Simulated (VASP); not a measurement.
Here is a VASP 6.6.1 calculation.

The input INCAR:

```
ALGO = Normal ; EDIFF = 1E-6
ENCUT = 520 ; GGA = CA
ISIF = 2 ; ISMEAR = 0
LASPH = T ; LCHARG = F
LREAL = F ; LWAVE = F
NBANDS = 30 ; NELM = 80
PREC = Accurate ; SIGMA = 0.01
```

KPOINTS

```
k-points
0
Gamma
  4 4 4
```

POSCAR

```
CsSnI3
1.0
    6.2057000000      0.0000000000      0.0000000000
    0.0000000000      6.2057000000      0.0000000000
    0.0000000000      0.0000000000      6.2057000000
Cs I Sn
1 3 1
Direct
    0.0000000000      0.0000000000      0.0000000000
    0.5000000000      0.5000000000      0.0000000000
    0.5000000000      0.0000000000      0.5000000000
    0.0000000000      0.5000000000      0.5000000000
    0.5000000000      0.5000000000      0.5000000000
```

Potentials or basis: VASP PAW LDA potentials, release 64 (Cs_sv, I, Sn_d).

Launch:

```bash
$ cat potpaw_LDA.64/Cs_sv/POTCAR potpaw_LDA.64/I/POTCAR potpaw_LDA.64/Sn_d/POTCAR > POTCAR
$ mpirun -np 1 vasp_std > vasp.out
```

Task: Estimate the pressure.

Result: -1.3 GPa.

Task: What does it give for the band gap on the k mesh?

Result: 0.26 eV.

Caveat: semilocal functionals underestimate gaps, and a narrow one can read as zero; spin-orbit coupling is left out, which moves the levels of the heavy elements. A k mesh can miss the band edges.
